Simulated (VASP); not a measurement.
# ReGe2S4 (Cmmm) in VASP: notebook

The runs below take ReGe2S4 through single point, relaxation of cell and atoms, with PBE.

Everything below comes from runs of VASP 6.6.1. Logs are shortened: lines on timing, memory, paths and dates and some standing lists are left out, and cuts for length are marked.

## Step 1: The cell of the first run

Symmetry: Cmmm, No. 65, orthorhombic system. The conventional cell has a = 7.702 Å, b = 10.370 Å, c = 3.602 Å, α = 90.00°, β = 90.00°, γ = 90.00°. Within 3.2 Å of Re (site symmetry mmm) lie 6 S at 2.45 Å. Within 3.4 Å of Ge (site symmetry 2/m) lie 6 S at 2.61 to 2.64 Å. Within 3.2 Å of S (site symmetry m2m) lie 1 Re at 2.45 Å and 4 Ge at 2.64 Å. S (site symmetry 2mm) has 2 Re at 2.45 Å and 2 Ge at 2.61 Å within 3.2 Å.

## Step 2: Single point, PBE, collinear spin, ferromagnetic start

INCAR

```
  PREC = Accurate
  ENCUT = 520
  EDIFF = 1E-7
  ISMEAR = 0
  SIGMA = 0.15
  LREAL = F
  LASPH = T
  NELM = 150
  ALGO = Normal
  ISIF = 2
  LWAVE = F
  LCHARG = F
  ISPIN = 2
  MAGMOM = 1 0 0 0 0 0 0
  LORBIT = 11
  LMAXMIX = 4
  GGA = PE
  NBANDS = 42
```

KPOINTS

```
Automatic mesh
0
Gamma
  2 2 3
```

POSCAR

```
ReGe2S4
1.0
    3.8507971121     -5.1847714578      0.0000000000
    3.8507971121      5.1847714578      0.0000000000
    0.0000000000      0.0000000000      3.6021687621
Re Ge S
1 2 4
Direct
    0.0000000000      0.0000000000      0.0000000000
    0.5000000000      0.0000000000      0.5000000000
    0.0000000000      0.5000000000      0.5000000000
    0.2360640600      0.7639359400      0.0000000000
    0.7639359400      0.2360640600      0.0000000000
    0.2155522821      0.2155522821      0.5000000000
    0.7844477179      0.7844477179      0.5000000000
```

Potentials or basis: VASP PAW PBE potentials, release 64 (Re, Ge_d, S).

Run with:

```bash
$ cat potpaw_PBE.64/Re/POTCAR potpaw_PBE.64/Ge_d/POTCAR potpaw_PBE.64/S/POTCAR > POTCAR
$ mpirun -np 1 vasp_std > vasp.out
```

OUTCAR:

```text
PREC = Accurate
   ENCUT = 520
   EDIFF = 1E-7
   ISMEAR = 0
   LREAL = F
   LASPH = T
   NELM = 150
   ISIF = 2
   ISPIN = 2
   LORBIT = 11
   GGA = PE

 ion  position               nearest neighbor table
   1  0.000  0.000  0.000-   4 2.45   5 2.45   6 2.45   7 2.45   6 2.45   7 2.45
   2  0.500  0.000  0.500-   6 2.61   7 2.61   4 2.64   5 2.64   4 2.64   5 2.64
   3  0.000  0.500  0.500-   6 2.61   7 2.61   4 2.64   5 2.64   4 2.64   5 2.64
   4  0.236  0.764  0.000-   1 2.45   2 2.64   3 2.64   2 2.64   3 2.64
   5  0.764  0.236  0.000-   1 2.45   2 2.64   3 2.64   2 2.64   3 2.64
   6  0.216  0.216  0.500-   1 2.45   1 2.45   3 2.61   2 2.61
   7  0.784  0.784  0.500-   1 2.45   1 2.45   3 2.61   2 2.61

  LATTYP: Found a base centered orthorhombic cell.
 ALAT       =     7.7015942242
 B/A-ratio  =     1.3464151205
 C/A-ratio  =     0.4677172878

  Lattice vectors:

 A1 = (   3.8507971121,  -5.1847714578,   0.0000000000)
 A2 = (   3.8507971121,   5.1847714578,   0.0000000000)
 A3 = (   0.0000000000,   0.0000000000,   3.6021687621)

Analysis of symmetry for initial positions (statically):
=====================================================================
 Subroutine PRICEL returns:
 Original cell was already a primitive cell.

 Routine SETGRP: Setting up the symmetry group for a
 base centered orthorhombic supercell.

 Subroutine GETGRP returns: Found  8 space group operations
 (whereof  8 operations were pure point group operations)
 out of a pool of  8 trial point group operations.

The static configuration has the point symmetry D_2h.

Analysis of symmetry for dynamics (positions and initial velocities):
=====================================================================
 Subroutine PRICEL returns:
 Original cell was already a primitive cell.

 Routine SETGRP: Setting up the symmetry group for a
 base centered orthorhombic supercell.

 Subroutine GETGRP returns: Found  8 space group operations
 (whereof  8 operations were pure point group operations)
 out of a pool of  8 trial point group operations.

The dynamic configuration has the point symmetry D_2h.

Analysis of structural, dynamic, and magnetic symmetry:
=====================================================================
 Subroutine PRICEL returns:
 Original cell was already a primitive cell.

 Routine SETGRP: Setting up the symmetry group for a
[... 133 lines left out ...]
 NGX is ok and might be reduce to    48
   NGX = 23   NGY = 23   NGZ = 13

 number of electron      59.0000023 magnetization       2.1472273

 Free energy of the ion-electron system (eV)
  ---------------------------------------------------
  ext. energy  EPLUGINS =         0.00000000
  ---------------------------------------------------
  free energy    TOTEN  =       -39.21658578 eV

  energy without entropy =      -39.19091604  energy(sigma->0) =      -39.20375091

 E-fermi :   5.2626     XC(G=0):  -9.9643

 val. band max:        5.2360672474   @ k =   0.0000   0.0000   0.3333
 cond. band min:       5.3337603044   @ k =   0.5000   0.5000   0.0000
 fundamental gap:      0.0976930570
 Fermi energy:         5.2625523787

 spin component 1

 k-point     1 :       0.0000    0.0000    0.0000
  band No.  band energies     occupation
      1     -19.9978      1.00000
      2     -19.9953      1.00000
      3     -19.9839      1.00000
      4     -19.9801      1.00000
      5     -19.9776      1.00000
      6     -19.9740      1.00000
[... 253 lines left out ...]
     40      10.7372      0.00000
     41      11.4028      0.00000
 Fermi energy:         5.2625523787

 spin component 2

 k-point     1 :       0.0000    0.0000    0.0000
  band No.  band energies     occupation
      1     -19.9856      1.00000
      2     -19.9834      1.00000
      3     -19.9731      1.00000
      4     -19.9691      1.00000
      5     -19.9667      1.00000
      6     -19.9640      1.00000
[... 253 lines left out ...]
     40      10.9048      0.00000
     41      11.6850      0.00000
 [bands above 41 left out]

------------------------ aborting loop because EDIFF is reached ----------------------------------------

  FORCE on cell =-STRESS in cart. coord.  units (eV):
  Direction    XX          YY          ZZ          XY          YZ          ZX
  --------------------------------------------------------------------------------------
  -------------------------------------------------------------------------------------
  Total       -0.0033341     -0.0241972     -0.0708561     -0.0000000      0.0000000      0.0000000
  in kB       -0.0371374     -0.2695265     -0.7892476     -0.0000000      0.0000000      0.0000000
  external PRESSURE =      -0.3653039 kB  Pullay stress =       0.0000000 kB

 VOLUME and BASIS-vectors are now :
 -----------------------------------------------------------------------------
  energy-cutoff  :      520.00
  volume of cell :      143.84
      direct lattice vectors                 reciprocal lattice vectors
     3.850797112 -5.184771458  0.000000000     0.129843247 -0.096436266  0.000000000
     3.850797112  5.184771458  0.000000000     0.129843247  0.096436266  0.000000000
     0.000000000  0.000000000  3.602168762     0.000000000  0.000000000  0.277610536

 POSITION                                       TOTAL-FORCE (eV/Angst)
 -----------------------------------------------------------------------------------
      0.00000      0.00000      0.00000         0.000000      0.000000      0.000000
      1.92540     -2.59239      1.80108         0.000000      0.000000      0.000000
      1.92540      2.59239      1.80108         0.000000      0.000000      0.000000
      3.85080      2.73690      0.00000         0.000000     -0.034979      0.000000
      3.85080     -2.73690      0.00000         0.000000      0.034979      0.000000
      1.66010      0.00000      1.80108         0.020418      0.000000      0.000000
      6.04150      0.00000      1.80108        -0.020418      0.000000      0.000000
 -----------------------------------------------------------------------------------
    total drift:                                0.000000     -0.000000     -0.000000

  FREE ENERGIE OF THE ION-ELECTRON SYSTEM (eV)
  ---------------------------------------------------
  free  energy   TOTEN  =       -39.2165857759 eV

  energy  without entropy=      -39.1909160419  energy(sigma->0) =      -39.20375091

 total charge

# of ion       s       p       d       tot
------------------------------------------
    1        0.503   0.540   4.724   5.766
    2        1.324   0.725  10.051  12.100
    3        1.324   0.725  10.051  12.100
    4        1.355   2.325   0.000   3.680
    5        1.355   2.325   0.000   3.680
    6        1.343   2.348   0.000   3.691
    7        1.343   2.348   0.000   3.691
--------------------------------------------------
tot          8.546  11.336  24.825  44.707

 magnetization (x)

# of ion       s       p       d       tot
------------------------------------------
    1        0.028   0.029   1.646   1.703
    2        0.003   0.049   0.002   0.054
    3        0.003   0.049   0.002   0.054
    4        0.001   0.013   0.000   0.013
    5        0.001   0.013   0.000   0.013
    6        0.001   0.018   0.000   0.019
    7        0.001   0.018   0.000   0.019
--------------------------------------------------
tot          0.036   0.190   1.650   1.877
```

Wall time 1.8 min (1 thread of Oxide Virtual Turin-like, shared host); peak memory 0.28 GiB.

What came out:

```
Free energy                                           : -39.2166 eV
Pressure                                              : 0.0 GPa
Largest force                                         : 0.035 eV/Å
Net moment                                            : 2.15 μB per cell
Site moments                                          : Re +1.70; Ge +0.05; S +0.01, +0.02 μB
Valence electrons inside the program's atomic spheres : Re 5.77; Ge 12.10; S 3.68, 3.69
```

Forces on the atoms (eV/Å):
```
Re   0.000  0.000  0.000
Ge   0.000  0.000  0.000
Ge   0.000  0.000  0.000
S    0.000 -0.035  0.000
S    0.000  0.035  0.000
S    0.020  0.000  0.000
S   -0.020  0.000  0.000
```

Caveat: the k points lie up to 0.58 Å⁻¹ apart; spin-orbit coupling is left out, which moves the levels of the heavy elements.

## Step 3: Relaxation of cell and atoms, PBE, collinear spin, ferromagnetic start

This run uses another cell than the first one, of 22.28 Å³/atom, 1.084 times its volume.

INCAR

```
PREC = Accurate
ENCUT = 600
EDIFF = 1E-6
ISMEAR = 0
SIGMA = 0.15
LREAL = F
LASPH = T
NELM = 150
ALGO = Normal
ISIF = 3
LWAVE = F
LCHARG = F
ISPIN = 2
MAGMOM = 1 0 0 0 0 0 0
LORBIT = 11
LMAXMIX = 4
GGA = PE
IBRION = 2
NSW = 36
EDIFFG = -0.08
```

KPOINTS

```
regular mesh
0
Gamma
  2 2 3
```

POSCAR

```
ReGe2S4
1.0
    3.9019452300     -5.4087922700      0.0000000000
    3.9019452300      5.4087922700      0.0000000000
    0.0000000000      0.0000000000      3.6946862000
Re Ge S
1 2 4
Direct
    0.0000000000      0.0000000000      0.0000000000
    0.5000000000      0.0000000000      0.5000000000
    0.0000000000      0.5000000000      0.5000000000
    0.2291006300      0.7708993700      0.0000000000
    0.7708993700      0.2291006300      0.0000000000
    0.2173306000      0.2173306000      0.5000000000
    0.7826694000      0.7826694000      0.5000000000
```

Potentials or basis: VASP PAW PBE potentials, release 64 (Re, Ge_d, S).

Run with:

```bash
$ cat potpaw_PBE.64/Re/POTCAR potpaw_PBE.64/Ge_d/POTCAR potpaw_PBE.64/S/POTCAR > POTCAR
$ mpirun -np 1 vasp_std > vasp.out
```

Run time: 9.5 min. Hardware: 1 thread of Oxide Virtual Turin-like, shared host; peak memory 0.36 GiB.

The run converged. Its results:

```yaml
Free_energy: -39.2196 eV
Relaxed_volume: 20.48 Å³/atom
Relaxed_cell: a = 6.454 Å, b = 6.454 Å, c = 3.596 Å, α = 90.00°, β = 90.00°, γ = 106.85°
Space_group_after_relaxing_to_0.05_Å: Cmmm (No. 65)
Energy_gained_by_relaxing: 26.1 meV/atom
Ionic_steps: 10
Pressure_after_relaxing: 0.0 GPa
Largest_force_after_relaxing: 0.062 eV/Å
Net_moment: 2.15 μB per cell
Site_moments: Re +1.71; Ge +0.05; S +0.01, +0.02 μB
Valence_electrons_inside_the_program's_atomic_spheres: Re 5.76; Ge 12.10; S 3.68, 3.69
```

Forces on the atoms (eV/Å):
```
Re   0.000  0.000  0.000
Ge   0.000  0.000  0.000
Ge   0.000  0.000  0.000
S    0.000 -0.008  0.000
S    0.000  0.008  0.000
S   -0.062  0.000  0.000
S    0.062  0.000  0.000
```

Stress tensor (GPa, compression positive):
```
-0.09  0.00  0.00
 0.00  0.01  0.00
 0.00  0.00 -0.01
```

Step by step:
| step | energy change (eV) | largest force (eV/Å) | pressure (GPa) | volume (Å³) |
| --- | --- | --- | --- | --- |
| 1 | 0.0000 | 0.5500 | -4.54 | 155.95 |
| 2 | -0.0849 | 0.8779 | 3.11 | 142.12 |
| 3 | -0.1432 | 0.3847 | -0.13 | 147.27 |
| 4 | -0.1431 | 0.3696 | -0.28 | 147.44 |
| 5 | -0.1574 | 0.2797 | -0.31 | 146.53 |
| 6 | -0.1780 | 0.0335 | -0.17 | 143.82 |
| 7 | -0.1782 | 0.0482 | -0.05 | 143.44 |
| 8 | -0.1798 | 0.1018 | 0.25 | 142.69 |
| 9 | -0.1806 | 0.0819 | 0.16 | 142.97 |
| 10 | -0.1824 | 0.0617 | -0.03 | 143.37 |

Final structure:
```cif
data_structure
_symmetry_space_group_name_H-M 'P 1'
_symmetry_Int_Tables_number 1
_cell_length_a 6.4543
_cell_length_b 6.4543
_cell_length_c 3.5959
_cell_angle_alpha 90.000
_cell_angle_beta 90.000
_cell_angle_gamma 106.847
_cell_volume 143.37
loop_
_atom_site_label
_atom_site_type_symbol
_atom_site_fract_x
_atom_site_fract_y
_atom_site_fract_z
_atom_site_occupancy
Re1 Re 0.00000 0.00000 0.00000 1
Ge1 Ge 0.50000 0.00000 0.50000 1
Ge2 Ge 0.00000 0.50000 0.50000 1
S1 S 0.23632 0.76368 0.00000 1
S2 S 0.76368 0.23632 0.00000 1
S3 S 0.21697 0.21697 0.50000 1
S4 S 0.78303 0.78303 0.50000 1
```

Levels at points of the mesh, in eV from the Fermi level:
Spin up:
| k point | band 27 | band 28 | band 29 | band 30 | band 31 | band 32 | band 33 | band 34 |
| --- | --- | --- | --- | --- | --- | --- | --- | --- |
| (0.00, 0.00, 0.00) | -1.65 | -1.56 | -1.52 | -0.57 | 1.05 | 1.06 | 1.24 | 2.40 |
| (0.50, 0.00, 0.00) | -1.66 | -1.38 | -0.83 | -0.82 | -0.10 | 2.56 | 2.65 | 2.68 |
| (0.50, 0.50, 0.00) | -1.52 | -0.93 | -0.77 | -0.38 | 0.08 | 0.88 | 1.39 | 1.63 |
Spin down:
```
           k point  band 24  band 25  band 26  band 27  band 28  band 29  band 30  band 31  band 32  band 33
(0.00, 0.00, 0.00)    -2.52    -2.02    -1.81    -1.52    -1.05    -0.65     0.55     1.13     1.14     1.32
(0.50, 0.00, 0.00)    -3.22    -2.26    -1.76    -1.62    -0.76    -0.50     0.41     0.78     2.73     2.95
(0.50, 0.50, 0.00)    -2.56    -2.07    -1.73    -0.71    -0.61     0.14     0.39     0.74     1.05     1.56
```

Caveat: the k points lie up to 0.58 Å⁻¹ apart in the final cell; spin-orbit coupling is left out, which moves the levels of the heavy elements; the relaxation stopped at a loose force limit of 0.08 eV/Å, so its end isn't a converged minimum.
